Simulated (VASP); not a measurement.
# Gd (Fm-3m) in VASP: further runs, part 2 of 2

VASP 6.6.1. Earlier steps stand in the parts before.

## (5) Single point, LDA, collinear spin, ferromagnetic start

This run uses another cell than the first one, of 35.96 Å³/atom.

INCAR

```
  PREC = Accurate
  ENCUT = 520
  EDIFF = 1E-6
  ISMEAR = -1
  SIGMA = 0.05
  LREAL = F
  LASPH = T
  NELM = 150
  ALGO = Normal
  ISIF = 2
  LWAVE = F
  LCHARG = F
  ISPIN = 2
  MAGMOM = 7
  LORBIT = 11
  LMAXMIX = 6
  GGA = CA
  NBANDS = 19
```

KPOINTS

```
regular mesh
0
Gamma
  10 10 10
```

POSCAR

```
Gd
1.0
    0.0000000000      2.6198468364      2.6198468364
    2.6198468364      0.0000000000      2.6198468364
    2.6198468364      2.6198468364      0.0000000000
Gd
1
Direct
    0.0000000000      0.0000000000      0.0000000000
```

Potentials or basis: VASP PAW PBE potentials, release 64 (Gd).

On the command line:

```
> cat potpaw_PBE.64/Gd/POTCAR > POTCAR
> mpirun -np 1 vasp_std > vasp.out
```

OUTCAR:

```text
PREC = Accurate
   ENCUT = 520
   EDIFF = 1E-6
   ISMEAR = -1
   LREAL = F
   LASPH = T
   NELM = 150
   ISIF = 2
   ISPIN = 2
   LORBIT = 11
   GGA = CA

 ion  position               nearest neighbor table
   1  0.000  0.000  0.000-

  LATTYP: Found a face centered cubic cell.
 ALAT       =     5.2396936728

  Lattice vectors:

 A1 = (   0.0000000000,   2.6198468364,   2.6198468364)
 A2 = (   2.6198468364,   0.0000000000,   2.6198468364)
 A3 = (   2.6198468364,   2.6198468364,   0.0000000000)

Analysis of symmetry for initial positions (statically):
=====================================================================
 Subroutine PRICEL returns:
 Original cell was already a primitive cell.

 Routine SETGRP: Setting up the symmetry group for a
 face centered cubic supercell.

 Subroutine GETGRP returns: Found 48 space group operations
 (whereof 48 operations were pure point group operations)
 out of a pool of 48 trial point group operations.

The static configuration has the point symmetry O_h .

Analysis of symmetry for dynamics (positions and initial velocities):
=====================================================================
 Subroutine PRICEL returns:
 Original cell was already a primitive cell.

 Routine SETGRP: Setting up the symmetry group for a
 face centered cubic supercell.

 Subroutine GETGRP returns: Found 48 space group operations
 (whereof 48 operations were pure point group operations)
 out of a pool of 48 trial point group operations.

The dynamic configuration has the point symmetry O_h .

Analysis of structural, dynamic, and magnetic symmetry:
=====================================================================
 Subroutine PRICEL returns:
 Original cell was already a primitive cell.

 Routine SETGRP: Setting up the symmetry group for a
 face centered cubic supercell.

 Subroutine GETGRP returns: Found 48 space group operations
[... 131 lines left out ...]
   LRPA    =     F    only Hartree local field effects (RPA)
 spin polarized calculation
  energy-cutoff  :      520.00
  volume of cell :       35.96
 maximum number of plane-waves:       982
   NGX = 13   NGY = 13   NGZ = 13

 number of electron      18.0000008 magnetization       7.2747114

 Free energy of the ion-electron system (eV)
  ---------------------------------------------------
  ext. energy  EPLUGINS =         0.00000000
  ---------------------------------------------------
  free energy    TOTEN  =       -11.52323029 eV

  energy without entropy =      -11.49163506  energy(sigma->0) =      -11.50743267

 E-fermi :   2.3468     XC(G=0):  -9.8758

 val. band max:        2.3358685820   @ k =  -0.4000   0.3000   0.1000
 cond. band min:       2.3569852171   @ k =   0.4000   0.2000   0.1000
 fundamental gap:      0.0211166351
 Fermi energy:         2.3467837657

 spin component 1

 k-point     1 :       0.0000    0.0000    0.0000
  band No.  band energies     occupation
      1     -42.5010      1.00000
      2     -19.8088      1.00000
      3     -19.8088      1.00000
      4     -19.8088      1.00000
      5      -2.4643      1.00000
      6      -2.1373      1.00000
[... 517 lines left out ...]
     18      11.1901      0.00000
     19      12.4238      0.00000

 [... further k-points ...]

 spin component 2

 k-point     1 :       0.0000    0.0000    0.0000
  band No.  band energies     occupation
      1     -39.6343      1.00000
      2     -17.6271      1.00000
      3     -17.6271      1.00000
      4     -17.6271      1.00000
      5      -1.8955      1.00000
      6       2.4947      0.04932
[... 517 lines left out ...]
     18      12.1689      0.00000
     19      13.3661      0.00000

 [... further k-points ...]

------------------------ aborting loop because EDIFF is reached ----------------------------------------

  FORCE on cell =-STRESS in cart. coord.  units (eV):
  Direction    XX          YY          ZZ          XY          YZ          ZX
  --------------------------------------------------------------------------------------
  -------------------------------------------------------------------------------------
  Total       -1.3196547     -1.3196547     -1.3196547      0.0000000      0.0000000     -0.0000000
  in kB      -58.7913153    -58.7913153    -58.7913153      0.0000000      0.0000000     -0.0000000
  external PRESSURE =     -58.7913153 kB  Pullay stress =       0.0000000 kB

 VOLUME and BASIS-vectors are now :
 -----------------------------------------------------------------------------
  energy-cutoff  :      520.00
  volume of cell :       35.96
      direct lattice vectors                 reciprocal lattice vectors
     0.000000000  2.619846836  2.619846836    -0.190850852  0.190850852  0.190850852
     2.619846836  0.000000000  2.619846836     0.190850852 -0.190850852  0.190850852
     2.619846836  2.619846836  0.000000000     0.190850852  0.190850852 -0.190850852

 POSITION                                       TOTAL-FORCE (eV/Angst)
 -----------------------------------------------------------------------------------
      0.00000      0.00000      0.00000         0.000000     -0.000000     -0.000000
 -----------------------------------------------------------------------------------
    total drift:                               -0.000000     -0.000000     -0.000000

  FREE ENERGIE OF THE ION-ELECTRON SYSTEM (eV)
  ---------------------------------------------------
  free  energy   TOTEN  =       -11.5232302889 eV

  energy  without entropy=      -11.4916350601  energy(sigma->0) =      -11.50743267

 total charge

# of ion       s       p       d       f       tot
--------------------------------------------------
    1        2.067   5.526   0.524   7.059  15.176

 magnetization (x)

# of ion       s       p       d       f       tot
--------------------------------------------------
    1        0.002  -0.043   0.146   6.728   6.833
```

OSZICAR:

```text
N       E                     dE             d eps       ncg     rms          rms(c)
DAV:   1     0.993321520524E+02    0.99332E+02   -0.63758E+03  4566   0.472E+03
DAV:   2     0.559447675935E+01   -0.93738E+02   -0.82396E+02  4479   0.318E+02
DAV:   3    -0.817499239460E+01   -0.13769E+02   -0.13412E+02  5453   0.995E+01
[... 15 lines left out ...]
DAV:  19    -0.115232334179E+02    0.15809E-03   -0.28446E-04  5117   0.345E-01    0.150E+00
DAV:  20    -0.115232349827E+02   -0.15648E-05   -0.74482E-05  6841   0.110E-01    0.510E-01
DAV:  21    -0.115232329026E+02    0.20801E-05   -0.53733E-06  5702   0.278E-02    0.490E-01
DAV:  22    -0.115232344070E+02   -0.15044E-05   -0.14334E-06  3448   0.235E-02    0.234E-01
DAV:  23    -0.115232303643E+02    0.40428E-05   -0.45406E-06  4697   0.425E-02    0.761E-03
DAV:  24    -0.115232302889E+02    0.75346E-07   -0.25041E-07  2423   0.831E-03
   1 F= -.11523230E+02 E0= -.11507433E+02  d E =-.315952E-01  mag=     7.2747
```

stdout:

```text
POSCAR found type information on POSCAR Gd
 POSCAR found :  1 types and       1 ions
 scaLAPACK will be used
 -----------------------------------------------------------------------------
|                                                                             |
|                                                                             |
|     You enforced a specific xc type in the INCAR file but a different       |
|     I HOPE YOU KNOW WHAT YOU ARE DOING!                                     |
|                                                                             |
 -----------------------------------------------------------------------------

 LDA part: xc-table for (Slater(with rela. corr.)+CA(PZ))
 , standard interpolation
 POSCAR, INCAR and KPOINTS ok, starting setup
 FFT: planning ... GRIDC
 FFT: planning ... GRID_SOFT
 FFT: planning ... GRID
 WAVECAR not read
 entering main loop
```

Run time: 2.6 min. Hardware: 1 thread of Intel Xeon 8259CL, shared host; peak memory 0.2 GiB.

What came out:

| Property | Result |
| --- | --- |
| Free energy | -11.5232 eV |
| Pressure | -5.9 GPa |
| Net moment | 7.27 μB per cell |
| Site moments | Gd +6.83 μB |
| Valence electrons inside the program's atomic spheres | Gd 15.18 |

Caveat: the cell stands under tension; the PAW data sets were made with another functional, which shifts forces and pressure a little; spin-orbit coupling is left out, which moves the levels of the heavy elements; semilocal functionals describe open f shells poorly, which spoils levels, moments and volumes.

## (6) Single point, LDA, collinear spin, ferromagnetic start

This run uses another cell than the first one, of 37.35 Å³/atom.

INCAR

```
  PREC = Accurate
  ENCUT = 520
  EDIFF = 1E-6
  ISMEAR = -1
  SIGMA = 0.05
  LREAL = False
  LASPH = True
  NELM = 150
  ALGO = Normal
  ISIF = 2
  LWAVE = False
  LCHARG = False
  ISPIN = 2
  MAGMOM = 7
  LORBIT = 11
  LMAXMIX = 6
  GGA = CA
  NBANDS = 19
```

KPOINTS

```
Automatic mesh
0
Gamma
  10 10 10
```

POSCAR

```
Gd
1.0
    0.0000000000      2.6530129755      2.6530129755
    2.6530129755      0.0000000000      2.6530129755
    2.6530129755      2.6530129755      0.0000000000
Gd
1
Direct
    0.0000000000      0.0000000000      0.0000000000
```

Potentials or basis: VASP PAW PBE potentials, release 64 (Gd).

On the command line:

```
> cat potpaw_PBE.64/Gd/POTCAR > POTCAR
> mpirun -np 1 vasp_std > vasp.out
```

It took 2.2 min on 1 thread of Intel Xeon 8259CL, shared host; peak memory 0.2 GiB.

Results (log left out):

| Quantity | Value |
| --- | --- |
| Free energy | -11.4710 eV |
| Pressure | -5.8 GPa |
| Net moment | 7.32 μB per cell |
| Site moments | Gd +6.84 μB |
| Valence electrons inside the program's atomic spheres | Gd 15.17 |

Levels at points of the mesh, in eV from the Fermi level:
Spin up:
| k point | band 11 | band 12 | band 13 | band 14 | band 15 | band 16 |
| --- | --- | --- | --- | --- | --- | --- |
| (0.00, 0.00, 0.00) | -4.40 | -4.40 | 1.30 | 1.30 | 1.30 | 3.23 |
| (0.50, 0.00, 0.00) | -4.39 | -2.23 | 0.67 | 1.16 | 1.16 | 4.68 |
| (0.50, 0.50, 0.00) | -4.39 | -1.90 | -1.14 | 2.01 | 4.69 | 5.11 |
Spin down:
```csv
k point,band 1,band 2,band 3,band 4,band 5,band 6,band 7,band 8,band 9,band 10
"(0.00, 0.00, 0.00)",-42.03,-20.06,-20.06,-20.06,-4.18,0.13,0.28,0.28,0.28,0.49
"(0.50, 0.00, 0.00)",-41.98,-20.66,-20.14,-20.14,-1.56,0.16,0.29,0.29,0.31,0.43
"(0.50, 0.50, 0.00)",-41.97,-20.62,-20.27,-20.27,-1.29,-0.41,0.30,0.32,0.32,0.32
```

Caveat: the cell stands under tension; the PAW data sets were made with another functional, which shifts forces and pressure a little; spin-orbit coupling is left out, which moves the levels of the heavy elements; semilocal functionals describe open f shells poorly, which spoils levels, moments and volumes.

## (7) Summary

```tsv
cell	gap on the mesh (eV)	pressure (GPa)	moment (μB)
a = 3.557 Å, angles 60.0°, 1 atom	none	-2.9	7.20
a = 3.607 Å, angles 60.0°, 1 atom	none	-4.1	7.21
a = 3.657 Å, angles 60.0°, 1 atom	none	-5.1	7.24
a = 3.705 Å, angles 60.0°, 1 atom	none	-5.9	7.27
a = 3.752 Å, angles 60.0°, 1 atom	none	-5.8	7.32
```

Alike in all rows: task single point; level LDA; potentials or basis VASP PAW PBE potentials, release 64 (Gd); spin collinear, ferromagnetic start; k mesh 10 × 10 × 10; cutoff (eV) 520; smearing fermi-dirac 0.05 eV.

Caveats: the PAW data sets were made with another functional, which shifts forces and pressure a little; spin-orbit coupling is left out, which moves the levels of the heavy elements; semilocal functionals describe open f shells poorly, which spoils levels, moments and volumes; the cell stands under tension (at least some runs).

Absolute energies hang on the potentials; compare differences alone.
